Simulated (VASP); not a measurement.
# Bi2Te2Se (R-3m) in VASP: single point with PBEsol

Aim: the single point of Bi2Te2Se with PBEsol.

All numbers are computed with VASP 6.6.1; they aren't measurements. Logs are shortened: lines on timing, memory, paths and dates and some standing lists are left out, and cuts for length are marked.

### 1 The cell of the first run

The structure is trigonal, space group R-3m (No. 166). Conventional cell: a = 4.288 Å, b = 4.288 Å, c = 29.879 Å, α = 90.00°, β = 90.00°, γ = 120.00°. Within 4.0 Å of Bi (site symmetry 3m) lie 3 Te at 3.04 Å and 3 Se at 3.07 Å. Within 4.0 Å of Te (site symmetry 3m) lie 3 Bi at 3.04 Å and 3 Te at 3.72 Å. Within 4.0 Å of Se (site symmetry -3m) lie 6 Bi at 3.07 Å.

### 2 Single point, PBEsol

Contents of INCAR:

```
PREC     = Accurate       # precision mode
ENCUT    = 520            # plane-wave cutoff, eV
EDIFF    = 1E-7           # SCF threshold, eV
ISMEAR   = 0              # smearing method
SIGMA    = 0.1            # smearing width, eV
LREAL    = False          # projectors in reciprocal space
LASPH    = True           # aspherical terms in the spheres
NELM     = 60             # most SCF steps
ALGO     = Normal         # electronic algorithm
ISIF     = 2              # what is computed and relaxed
LWAVE    = False          # write WAVECAR
LCHARG   = False          # write CHGCAR
GGA      = PS             # functional
NBANDS   = 32             # bands
```

Contents of KPOINTS:

```
Automatic mesh
0
Gamma
  12 12 12
```

Contents of POSCAR:

```
Bi2Te2Se
1.0
    2.1440203300      1.2378507147      9.9595889271
   -2.1440203300      1.2378507147      9.9595889271
    0.0000000000     -2.4757014293      9.9595889271
Bi Te Se
2 2 1
Direct
    0.6056305917      0.6056305917      0.6056305917
    0.3943694083      0.3943694083      0.3943694083
    0.2131767939      0.2131767939      0.2131767939
    0.7868232061      0.7868232061      0.7868232061
    0.0000000000      0.0000000000      0.0000000000
```

Potentials or basis: VASP PAW PBE potentials, release 64 (Bi_d, Te, Se).

Command:

```sh
> cat potpaw_PBE.64/Bi_d/POTCAR potpaw_PBE.64/Te/POTCAR potpaw_PBE.64/Se/POTCAR > POTCAR
> mpirun -np 1 vasp_std > vasp.out
```

OUTCAR:

```text
PREC = Accurate
   ENCUT = 520
   EDIFF = 1E-7
   ISMEAR = 0
   LREAL = False
   LASPH = True
   NELM = 60
   ISIF = 2
   GGA = PS

 ion  position               nearest neighbor table
   1  0.606  0.606  0.606-   3 3.04   3 3.04   3 3.04   5 3.07   5 3.07   5 3.07
   2  0.394  0.394  0.394-   4 3.04   4 3.04   4 3.04   5 3.07   5 3.07   5 3.07
   3  0.213  0.213  0.213-   1 3.04   1 3.04   1 3.04
   4  0.787  0.787  0.787-   2 3.04   2 3.04   2 3.04
   5  0.000  0.000  0.000-   1 3.07   2 3.07   1 3.07   1 3.07   2 3.07   2 3.07

  LATTYP: Found a trigonal (rhomboedric) cell.
 ALAT       =    10.2626755363
 COS(alpha) =     0.9127095772

  Lattice vectors:

 A1 = (   2.1440203300,   1.2378507147,   9.9595889271)
 A2 = (  -2.1440203300,   1.2378507147,   9.9595889271)
 A3 = (   0.0000000000,  -2.4757014293,   9.9595889271)

Analysis of symmetry for initial positions (statically):
=====================================================================
 Subroutine PRICEL returns:
 Original cell was already a primitive cell.

 Routine SETGRP: Setting up the symmetry group for a
 trigonal (rhombohedral) supercell.

 Subroutine GETGRP returns: Found 12 space group operations
 (whereof 12 operations were pure point group operations)
 out of a pool of 12 trial point group operations.

The static configuration has the point symmetry D_3d.

Analysis of symmetry for dynamics (positions and initial velocities):
=====================================================================
 Subroutine PRICEL returns:
 Original cell was already a primitive cell.

 Routine SETGRP: Setting up the symmetry group for a
 trigonal (rhombohedral) supercell.

 Subroutine GETGRP returns: Found 12 space group operations
 (whereof 12 operations were pure point group operations)
 out of a pool of 12 trial point group operations.

The dynamic configuration has the point symmetry D_3d.

 Subroutine INISYM returns: Found 12 space group operations
 (whereof 12 operations are pure point group operations),
 and found     1 'primitive' translations

----------------------------------------------------------------------------------------

                                     Primitive cell

  volume of cell :     158.5951

  direct lattice vectors                    reciprocal lattice vectors
[... 86 lines left out ...]
   ICHARG =      2    charge: 1-file 2-atom 10-const
   ISPIN  =      1    spin polarized calculation?
   LNONCOLLINEAR =      F non collinear calculations
   LSORBIT =      F    spin-orbit coupling
   LASPH  =      T    aspherical Exc in radial PAW
   ENCUT  =  520.0 eV  38.22 Ry    6.18 a.u.  19.08 19.08 19.08*2*pi/ulx,y,z
   NELM   =     60;   NELMIN=  2; NELMDL= -5     # of ELM steps
   EDIFF  = 0.1E-06   stopping-criterion for ELM
   LREAL  =      F    real-space projection
   EDIFFG = 0.1E-05   stopping-criterion for IOM
   NSW    =      0    number of steps for IOM
   IBRION =     -1    ionic relax: 0-MD 1-quasi-New 2-CG
   NFREE  =      0    steps in history (QN), initial steepest desc. (CG)
   ISIF   =      2    stress and relaxation
   ISYM   =      2    0-nonsym 1-usesym 2-fastsym
   POTIM  = 0.5000    time-step for ionic-motion
   TEBEG  =    0.0;   TEEND  =   0.0 temperature during run
   PSTRESS=    0.0 pullay stress
   NELECT =      48.0000    total number of electrons
   NUPDOWN=      -1.0000    fix difference up-down
   EMIN   =  10.00;   EMAX   =-10.00  energy-range for DOS
   EFERMI =   0.00;   METHOD = LEGACY
   ISMEAR =     0;   SIGMA  =   0.10  broadening in eV -4-tet -1-fermi 0-gaus
   EFERMI_NEDOS =   21; number of points for ismear=-14 and -15
   IALGO  =     38    algorithm
   IMIX   =      4    mixing-type and parameters
     AMIX     =   0.40;   BMIX     =  1.00
     AMIX_MAG =   1.60;   BMIX_MAG =  1.00
  volume/ion in A,a.u.               =      31.72       214.05
  Fermi-wavevector in a.u.,A,eV,Ry     =   1.099154  2.077100 16.437743  1.208140
  Thomas-Fermi vector in A             =   2.235544
   LORBIT       =      0    0 simple, 1 ext, 2 COOP (PROOUT), +10 PAW based schemes
   GGA     = PS    functional components
   LHFCALC =     F    Hartree Fock is set to
   AEXX    =    0.0000 exact exchange contribution
   IVDW    =     0    specifies the selected vdW correction
   LEPSILON=     F    determine dielectric tensor
   LRPA    =     F    only Hartree local field effects (RPA)
 non-spin polarized calculation
 Gauss-broadening in eV      SIGMA  =   0.10
  energy-cutoff  :      520.00
  volume of cell :      158.60
 maximum number of plane-waves:      4308
 NGX is ok and might be reduce to    80
   NGX = 39   NGY = 39   NGZ = 39

 number of electron      48.0000000 magnetization

 Free energy of the ion-electron system (eV)
  ---------------------------------------------------
  ext. energy  EPLUGINS =         0.00000000
  ---------------------------------------------------
  free energy    TOTEN  =       -20.96239756 eV

  energy without entropy =      -20.96232486  energy(sigma->0) =      -20.96236121

 E-fermi :   5.8604     XC(G=0):  -9.5918

 val. band max:        5.8526209709   @ k =   0.0000   0.0000   0.0000
 cond. band min:       5.8675997624   @ k =   0.0000   0.0000   0.0000
 fundamental gap:      0.0149787915
 Fermi energy:         5.8604170551

 k-point     1 :       0.0000    0.0000    0.0000
  band No.  band energies     occupation
      1     -17.2591      2.00000
      2     -17.2591      2.00000
      3     -17.2560      2.00000
      4     -17.2560      2.00000
      5     -17.2480      2.00000
      6     -17.2461      2.00000
[... 829 lines left out ...]
     31      10.0825      0.00000
     32      10.7873      0.00000

 [... further k-points ...]
[... 5 lines left out ...]
  --------------------------------------------------------------------------------------
  -------------------------------------------------------------------------------------
  Total        0.0258575      0.0258575      0.0293159      0.0000000      0.0000000      0.0000000
  in kB        0.2612204      0.2612204      0.2961586      0.0000000      0.0000000      0.0000000
  external PRESSURE =       0.2728664 kB  Pullay stress =       0.0000000 kB

 VOLUME and BASIS-vectors are now :
 -----------------------------------------------------------------------------
  energy-cutoff  :      520.00
  volume of cell :      158.60
      direct lattice vectors                 reciprocal lattice vectors
     2.144020330  1.237850715  9.959588927     0.233206744  0.134641976  0.033468583
    -2.144020330  1.237850715  9.959588927    -0.233206744  0.134641976  0.033468583
     0.000000000 -2.475701429  9.959588927     0.000000000 -0.269283953  0.033468583

 POSITION                                       TOTAL-FORCE (eV/Angst)
 -----------------------------------------------------------------------------------
      0.00000      0.00000     18.09550         0.000000      0.000000      0.012321
      0.00000      0.00000     11.78327         0.000000     -0.000000     -0.012321
      0.00000      0.00000      6.36946         0.000000     -0.000000     -0.020227
      0.00000      0.00000     23.50931         0.000000      0.000000      0.020227
      0.00000      0.00000      0.00000         0.000000      0.000000     -0.000000
 -----------------------------------------------------------------------------------
    total drift:                                0.000000     -0.000000      0.000000

  FREE ENERGIE OF THE ION-ELECTRON SYSTEM (eV)
  ---------------------------------------------------
  free  energy   TOTEN  =       -20.9623975620 eV

  energy  without entropy=      -20.9623248571  energy(sigma->0) =      -20.96236121
```

It took 1.6 h on 1 thread of Oxide Virtual Turin-like, shared host; peak memory 1.5 GiB.

What came out:

```
Free energy            : -20.9624 eV
Pressure               : 0.0 GPa
Largest force          : 0.020 eV/Å
Band gap on the k mesh : 0.01 eV
```

Forces on the atoms (eV/Å):
```
Bi   0.000  0.000  0.012
Bi   0.000  0.000 -0.012
Te   0.000  0.000 -0.020
Te   0.000  0.000  0.020
Se   0.000  0.000  0.000
```

Caveat: the PAW data sets were made with another functional, which shifts forces and pressure a little; spin-orbit coupling is left out, which moves the levels of the heavy elements.
